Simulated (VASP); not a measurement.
# TiTe2 (P-3m1) in VASP: notebook

Aim: see how the results for TiTe2 move with the level of theory and the settings. Levels: RPBE, revPBE, BLYP. Tasks: single point.

Everything below comes from runs of VASP 6.6.1. Logs are shortened: lines on timing, memory, paths and dates and some standing lists are left out, and cuts for length are marked.

## (1) The cell of the first run

The structure is trigonal, space group P-3m1 (No. 164). Conventional cell: a = 3.812 Å, b = 3.812 Å, c = 9.100 Å, α = 90.00°, β = 90.00°, γ = 120.00°. Te (site symmetry 3m) has 3 Ti at 2.81 Å within 3.7 Å. Within 3.7 Å of Ti (site symmetry -3m) lie 6 Te at 2.81 Å.

## (2) Single point, RPBE

Contents of INCAR:

```
SYSTEM = TiTe2
PREC = Accurate ; ENCUT = 520
EDIFF = 1E-6 ; ISMEAR = -1
SIGMA = 0.05 ; LREAL = .FALSE.
LASPH = .TRUE. ; NELM = 60
ALGO = Normal ; ISIF = 2
LWAVE = .FALSE. ; LCHARG = .TRUE.
GGA = RP ; LELF = .TRUE.
LVHAR = .TRUE. ; NBANDS = 19
```

Contents of KPOINTS:

```
regular mesh
0
G
  8 8 4
  0 0 0
```

Contents of POSCAR:

```
TiTe2
1.0
    3.8117339007      0.0000000000      0.0000000000
   -1.9058669503      3.3010583904      0.0000000000
    0.0000000000      0.0000000000      9.1000967508
Te Ti
2 1
Direct
    0.3333333333      0.6666666667      0.8087610334
    0.6666666667      0.3333333333      0.1912389666
    0.0000000000      0.0000000000      0.0000000000
```

Potentials or basis: VASP PAW PBE potentials, release 64 (Te, Ti_sv).

Run with:

```sh
$ cat potpaw_PBE.64/Te/POTCAR potpaw_PBE.64/Ti_sv/POTCAR > POTCAR
$ mpirun -np 1 vasp_std > vasp.out
```

OUTCAR:

```text
SYSTEM = TiTe2
   PREC = Accurate
   ENCUT = 520
   EDIFF = 1E-6
   ISMEAR = -1
   LREAL = .FALSE.
   LASPH = .TRUE.
   NELM = 60
   ISIF = 2
   GGA = RP

 ion  position               nearest neighbor table
   1  0.333  0.667  0.809-   3 2.81   3 2.81   3 2.81
   2  0.667  0.333  0.191-   3 2.81   3 2.81   3 2.81
   3  0.000  0.000  0.000-   1 2.81   2 2.81   1 2.81   2 2.81   2 2.81   1 2.81

  LATTYP: Found a hexagonal cell.
 ALAT       =     3.8117339007
 C/A-ratio  =     2.3873903551

  Lattice vectors:

 A1 = (   3.8117339007,   0.0000000000,   0.0000000000)
 A2 = (  -1.9058669503,   3.3010583904,   0.0000000000)
 A3 = (   0.0000000000,   0.0000000000,   9.1000967508)

Analysis of symmetry for initial positions (statically):
=====================================================================
 Subroutine PRICEL returns:
 Original cell was already a primitive cell.

 Routine SETGRP: Setting up the symmetry group for a
 hexagonal supercell.

 Subroutine GETGRP returns: Found 12 space group operations
 (whereof 12 operations were pure point group operations)
 out of a pool of 24 trial point group operations.

The static configuration has the point symmetry D_3d.

Analysis of symmetry for dynamics (positions and initial velocities):
=====================================================================
 Subroutine PRICEL returns:
 Original cell was already a primitive cell.

 Routine SETGRP: Setting up the symmetry group for a
 hexagonal supercell.

 Subroutine GETGRP returns: Found 12 space group operations
 (whereof 12 operations were pure point group operations)
 out of a pool of 24 trial point group operations.

The dynamic configuration has the point symmetry D_3d.

 Subroutine INISYM returns: Found 12 space group operations
 (whereof 12 operations are pure point group operations),
 and found     1 'primitive' translations

----------------------------------------------------------------------------------------

                                     Primitive cell

  volume of cell :     114.5043

  direct lattice vectors                    reciprocal lattice vectors
     3.811733901  0.000000000  0.000000000     0.262347799  0.151466572  0.000000000
[... 76 lines left out ...]
   NGX,Y,Z   is equivalent  to a cutoff of  12.21, 12.21, 12.79 a.u.
   NGXF,Y,Z  is equivalent  to a cutoff of  24.42, 24.42, 25.58 a.u.
 SYSTEM =  TiTe2
   PREC   = accura    normal or accurate (medium, high low for compatibility)
   ISTART =      0    job   : 0-new  1-cont  2-samecut
   ICHARG =      2    charge: 1-file 2-atom 10-const
   ISPIN  =      1    spin polarized calculation?
   LNONCOLLINEAR =      F non collinear calculations
   LSORBIT =      F    spin-orbit coupling
   LASPH  =      T    aspherical Exc in radial PAW
   ENCUT  =  520.0 eV  38.22 Ry    6.18 a.u.   7.09  7.09 16.92*2*pi/ulx,y,z
   NELM   =     60;   NELMIN=  2; NELMDL= -5     # of ELM steps
   EDIFF  = 0.1E-05   stopping-criterion for ELM
   LREAL  =      F    real-space projection
   EDIFFG = 0.1E-04   stopping-criterion for IOM
   NSW    =      0    number of steps for IOM
   IBRION =     -1    ionic relax: 0-MD 1-quasi-New 2-CG
   NFREE  =      0    steps in history (QN), initial steepest desc. (CG)
   ISIF   =      2    stress and relaxation
   ISYM   =      2    0-nonsym 1-usesym 2-fastsym
   POTIM  = 0.5000    time-step for ionic-motion
   TEBEG  =    0.0;   TEEND  =   0.0 temperature during run
   PSTRESS=    0.0 pullay stress
   NELECT =      24.0000    total number of electrons
   NUPDOWN=      -1.0000    fix difference up-down
   EMIN   =  10.00;   EMAX   =-10.00  energy-range for DOS
   EFERMI =   0.00;   METHOD = LEGACY
   ISMEAR =    -1;   SIGMA  =   0.05  broadening in eV -4-tet -1-fermi 0-gaus
   EFERMI_NEDOS =   21; number of points for ismear=-14 and -15
   IALGO  =     38    algorithm
   IMIX   =      4    mixing-type and parameters
     AMIX     =   0.40;   BMIX     =  1.00
     AMIX_MAG =   1.60;   BMIX_MAG =  1.00
  volume/ion in A,a.u.               =      38.17       257.57
  Fermi-wavevector in a.u.,A,eV,Ry     =   0.972459  1.837681 12.866711  0.945677
  Thomas-Fermi vector in A             =   2.102759
   LORBIT       =      0    0 simple, 1 ext, 2 COOP (PROOUT), +10 PAW based schemes
   GGA     = RP    functional components
   LHFCALC =     F    Hartree Fock is set to
   AEXX    =    0.0000 exact exchange contribution
   IVDW    =     0    specifies the selected vdW correction
   LEPSILON=     F    determine dielectric tensor
   LRPA    =     F    only Hartree local field effects (RPA)
 non-spin polarized calculation
  energy-cutoff  :      520.00
  volume of cell :      114.50
 maximum number of plane-waves:      3116
   NGX = 15   NGY = 15   NGZ = 33

 number of electron      23.9999995 magnetization

 Free energy of the ion-electron system (eV)
  ---------------------------------------------------
  ext. energy  EPLUGINS =         0.00000000
  ---------------------------------------------------
  free energy    TOTEN  =       -15.21158048 eV

  energy without entropy =      -15.19534778  energy(sigma->0) =      -15.20346413

 E-fermi :   3.3504     XC(G=0):  -7.6211

 val. band max:        3.3448857329   @ k =   0.1250   0.0000   0.2500
 cond. band min:       3.3555729519   @ k =   0.3750   0.0000   0.2500
 fundamental gap:      0.0106872190
 Fermi energy:         3.3503649736

 k-point     1 :       0.0000    0.0000    0.0000
  band No.  band energies     occupation
      1     -54.3869      2.00000
      2     -30.5584      2.00000
      3     -30.5584      2.00000
      4     -30.5152      2.00000
      5      -8.4513      2.00000
      6      -7.6397      2.00000
[... 505 lines left out ...]
      6      -6.8501      2.00000
[... 11 lines left out ...]
     18       8.7058      0.00000
     19       9.0530      0.00000

 [... further k-points ...]
[... 5 lines left out ...]
  --------------------------------------------------------------------------------------
  -------------------------------------------------------------------------------------
  Total       -0.0130998     -0.0130998      0.0266528     -0.0000000     -0.0000000     -0.0000000
  in kB       -0.1832963     -0.1832963      0.3729335     -0.0000000     -0.0000000     -0.0000000
  external PRESSURE =       0.0021137 kB  Pullay stress =       0.0000000 kB

 VOLUME and BASIS-vectors are now :
 -----------------------------------------------------------------------------
  energy-cutoff  :      520.00
  volume of cell :      114.50
      direct lattice vectors                 reciprocal lattice vectors
     3.811733901  0.000000000  0.000000000     0.262347799  0.151466572  0.000000000
    -1.905866950  3.301058390  0.000000000     0.000000000  0.302933145  0.000000000
     0.000000000  0.000000000  9.100096751     0.000000000  0.000000000  0.109888942

 POSITION                                       TOTAL-FORCE (eV/Angst)
 -----------------------------------------------------------------------------------
     -0.00000      2.20071      7.35980        -0.000000      0.000000     -0.007136
      1.90587      1.10035      1.74029         0.000000     -0.000000      0.007136
      0.00000      0.00000      0.00000        -0.000000      0.000000      0.000000
 -----------------------------------------------------------------------------------
    total drift:                               -0.000000      0.000000     -0.000000

  FREE ENERGIE OF THE ION-ELECTRON SYSTEM (eV)
  ---------------------------------------------------
  free  energy   TOTEN  =       -15.2115804762 eV

  energy  without entropy=      -15.1953477763  energy(sigma->0) =      -15.20346413
```

It took 54 s on 1 thread of Intel Xeon 6975P-C (Granite Rapids), shared host; peak memory 0.26 GiB.

What came out:

```yaml
Free_energy: -15.2116 eV
Pressure: 0.0 GPa
Largest_force: 0.007 eV/Å
Band_gap_on_the_k_mesh: zero (band 12 reaches 3.77 eV, above the bottom of band 13 at 3.29 eV)
```

Forces in eV/Å, atoms in the order of the input:
```
Te   0.000  0.000 -0.007
Te   0.000  0.000  0.007
Ti   0.000  0.000  0.000
```

Caveat: the PAW data sets were made with another functional, which shifts forces and pressure a little; spin-orbit coupling is left out, which moves the levels of the heavy elements.

## (3) Single point, revPBE

This run uses another cell than the first one, of 40.80 Å³/atom, 1.069 times its volume.

Contents of INCAR:

```
SYSTEM = TiTe2
PREC = Accurate ; ENCUT = 520
EDIFF = 1E-6 ; ISMEAR = -1
SIGMA = 0.05 ; LREAL = .False.
LASPH = .True. ; NELM = 80
ALGO = Normal ; ISIF = 2
LWAVE = .False. ; LCHARG = .True.
GGA = RE ; LELF = .True.
LVHAR = .True. ; NBANDS = 19
```

Contents of KPOINTS:

```
Automatic mesh
0
Gamma
  8 8 4
  0 0 0
```

Contents of POSCAR:

```
TiTe2
1.0
    3.7944845645      0.0000000000      0.0000000000
   -1.8972422823      3.2861200272      0.0000000000
    0.0000000000      0.0000000000      9.8163920615
Te Ti
2 1
Direct
    0.3333333333      0.6666666667      0.8224707273
    0.6666666667      0.3333333333      0.1775292727
    0.0000000000      0.0000000000      0.0000000000
```

Potentials or basis: VASP PAW PBE potentials, release 64 (Te, Ti_sv).

Run with:

```sh
$ cat potpaw_PBE.64/Te/POTCAR potpaw_PBE.64/Ti_sv/POTCAR > POTCAR
$ mpirun -np 1 vasp_std > vasp.out
```

OUTCAR:

```text
SYSTEM = TiTe2
   PREC = Accurate
   ENCUT = 520
   EDIFF = 1E-6
   ISMEAR = -1
   LREAL = .False.
   LASPH = .True.
   NELM = 80
   ISIF = 2
   GGA = RE

 ion  position               nearest neighbor table
   1  0.333  0.667  0.822-   3 2.80   3 2.80   3 2.80
   2  0.667  0.333  0.178-   3 2.80   3 2.80   3 2.80
   3  0.000  0.000  0.000-   1 2.80   2 2.80   2 2.80   1 2.80   2 2.80   1 2.80

  LATTYP: Found a hexagonal cell.
 ALAT       =     3.7944845645
 C/A-ratio  =     2.5870159424

  Lattice vectors:

 A1 = (   3.7944845645,   0.0000000000,   0.0000000000)
 A2 = (  -1.8972422823,   3.2861200272,   0.0000000000)
 A3 = (   0.0000000000,   0.0000000000,   9.8163920615)

Analysis of symmetry for initial positions (statically):
=====================================================================
 Subroutine PRICEL returns:
 Original cell was already a primitive cell.

 Routine SETGRP: Setting up the symmetry group for a
 hexagonal supercell.

 Subroutine GETGRP returns: Found 12 space group operations
 (whereof 12 operations were pure point group operations)
 out of a pool of 24 trial point group operations.

The static configuration has the point symmetry D_3d.

Analysis of symmetry for dynamics (positions and initial velocities):
=====================================================================
 Subroutine PRICEL returns:
 Original cell was already a primitive cell.

 Routine SETGRP: Setting up the symmetry group for a
 hexagonal supercell.

 Subroutine GETGRP returns: Found 12 space group operations
 (whereof 12 operations were pure point group operations)
 out of a pool of 24 trial point group operations.

The dynamic configuration has the point symmetry D_3d.

[... 105 lines left out ...]
   NFREE  =      0    steps in history (QN), initial steepest desc. (CG)
   ISIF   =      2    stress and relaxation
   ISYM   =      2    0-nonsym 1-usesym 2-fastsym
   POTIM  = 0.5000    time-step for ionic-motion
   TEBEG  =    0.0;   TEEND  =   0.0 temperature during run
   PSTRESS=    0.0 pullay stress
   NELECT =      24.0000    total number of electrons
   NUPDOWN=      -1.0000    fix difference up-down
   EMIN   =  10.00;   EMAX   =-10.00  energy-range for DOS
   EFERMI =   0.00;   METHOD = LEGACY
   ISMEAR =    -1;   SIGMA  =   0.05  broadening in eV -4-tet -1-fermi 0-gaus
   EFERMI_NEDOS =   21; number of points for ismear=-14 and -15
   IALGO  =     38    algorithm
   IMIX   =      4    mixing-type and parameters
     AMIX     =   0.40;   BMIX     =  1.00
     AMIX_MAG =   1.60;   BMIX_MAG =  1.00
  volume/ion in A,a.u.               =      40.80       275.34
  Fermi-wavevector in a.u.,A,eV,Ry     =   0.951077  1.797276 12.307126  0.904548
  Thomas-Fermi vector in A             =   2.079514
   LORBIT       =      0    0 simple, 1 ext, 2 COOP (PROOUT), +10 PAW based schemes
   GGA     = RE    functional components
   LHFCALC =     F    Hartree Fock is set to
   AEXX    =    0.0000 exact exchange contribution
   IVDW    =     0    specifies the selected vdW correction
   LEPSILON=     F    determine dielectric tensor
   LRPA    =     F    only Hartree local field effects (RPA)
 non-spin polarized calculation
  energy-cutoff  :      520.00
  volume of cell :      122.40
 maximum number of plane-waves:      3316
   NGX = 15   NGY = 15   NGZ = 37

 number of electron      23.9999996 magnetization

 Free energy of the ion-electron system (eV)
  ---------------------------------------------------
  ext. energy  EPLUGINS =         0.00000000
  ---------------------------------------------------
  free energy    TOTEN  =       -15.34871649 eV

  energy without entropy =      -15.33258435  energy(sigma->0) =      -15.34065042

 E-fermi :   2.8063     XC(G=0):  -7.2069

 val. band max:        2.8060002475   @ k =   0.3750  -0.0000   0.2500
 cond. band min:       2.8077333857   @ k =   0.3750  -0.0000   0.5000
 fundamental gap:      0.0017331383
 Fermi energy:         2.8062843272

 k-point     1 :       0.0000    0.0000    0.0000
  band No.  band energies     occupation
      1     -54.8603      2.00000
      2     -31.0529      2.00000
      3     -31.0529      2.00000
      4     -31.0109      2.00000
      5      -9.0398      2.00000
      6      -8.2318      2.00000
[... 505 lines left out ...]
      6      -7.4093      2.00000
[... 11 lines left out ...]
     18       8.2165      0.00000
     19       8.4856      0.00000

 [... further k-points ...]
[... 5 lines left out ...]
  --------------------------------------------------------------------------------------
  -------------------------------------------------------------------------------------
  Total       -0.0156862     -0.0156862      0.0167075      0.0000000      0.0000000      0.0000000
  in kB       -0.2053241     -0.2053241      0.2186925      0.0000000      0.0000000      0.0000000
  external PRESSURE =      -0.0639852 kB  Pullay stress =       0.0000000 kB

 VOLUME and BASIS-vectors are now :
 -----------------------------------------------------------------------------
  energy-cutoff  :      520.00
  volume of cell :      122.40
      direct lattice vectors                 reciprocal lattice vectors
     3.794484564  0.000000000  0.000000000     0.263540405  0.152155124  0.000000000
    -1.897242282  3.286120027  0.000000000     0.000000000  0.304310248  0.000000000
     0.000000000  0.000000000  9.816392062     0.000000000  0.000000000  0.101870422

 POSITION                                       TOTAL-FORCE (eV/Angst)
 -----------------------------------------------------------------------------------
     -0.00000      2.19075      8.07370        -0.000000      0.000000     -0.005550
      1.89724      1.09537      1.74270        -0.000000     -0.000000      0.005550
      0.00000      0.00000      0.00000         0.000000      0.000000     -0.000000
 -----------------------------------------------------------------------------------
    total drift:                               -0.000000     -0.000000     -0.000000

  FREE ENERGIE OF THE ION-ELECTRON SYSTEM (eV)
  ---------------------------------------------------
  free  energy   TOTEN  =       -15.3487164863 eV

  energy  without entropy=      -15.3325843469  energy(sigma->0) =      -15.34065042
```

stdout:

```text
POSCAR found type information on POSCAR TeTi
 POSCAR found :  2 types and       3 ions
 scaLAPACK will be used
 -----------------------------------------------------------------------------
|                                                                             |
|                                                                             |
|     You enforced a specific xc type in the INCAR file but a different       |
|     I HOPE YOU KNOW WHAT YOU ARE DOING!                                     |
|                                                                             |
 -----------------------------------------------------------------------------

 LDA part: xc-table for (Slater+PW92), standard interpolation
 POSCAR, INCAR and KPOINTS ok, starting setup
 FFT: planning ... GRIDC
 FFT: planning ... GRID_SOFT
 FFT: planning ... GRID
 WAVECAR not read
 entering main loop
```

Wall time 46 s (1 thread of Intel Xeon 6975P-C (Granite Rapids), shared host); peak memory 0.28 GiB.

What came out:

- Free energy: -15.3487 eV
- Pressure: 0.0 GPa
- Largest force: 0.006 eV/Å
- Band gap on the k mesh: zero (band 12 reaches 3.24 eV, above the bottom of band 13 at 2.74 eV)

Forces on the atoms (eV/Å):
```
Te   0.000  0.000 -0.006
Te   0.000  0.000  0.006
Ti   0.000  0.000  0.000
```

Levels at points of the mesh, in eV from the Fermi level:
```csv
k point,band 8,band 9,band 10,band 11,band 12,band 13,band 14,band 15,band 16,band 17
"(0.00, 0.00, 0.00)",-1.47,-1.47,-1.25,0.43,0.43,0.53,1.06,1.06,3.26,3.26
"(0.50, 0.00, 0.00)",-3.84,-2.21,-1.72,-1.72,-0.67,-0.06,1.15,1.47,2.90,2.94
"(0.00, 0.00, 0.50)",-1.47,-1.47,-1.37,0.43,0.43,0.59,1.06,1.06,3.26,3.26
"(0.50, 0.00, 0.50)",-3.84,-2.21,-1.72,-1.70,-0.67,-0.07,1.15,1.47,2.94,2.95
```

Caveat: the PAW data sets were made with another functional, which shifts forces and pressure a little; spin-orbit coupling is left out, which moves the levels of the heavy elements.

[end of part 1 of 2]
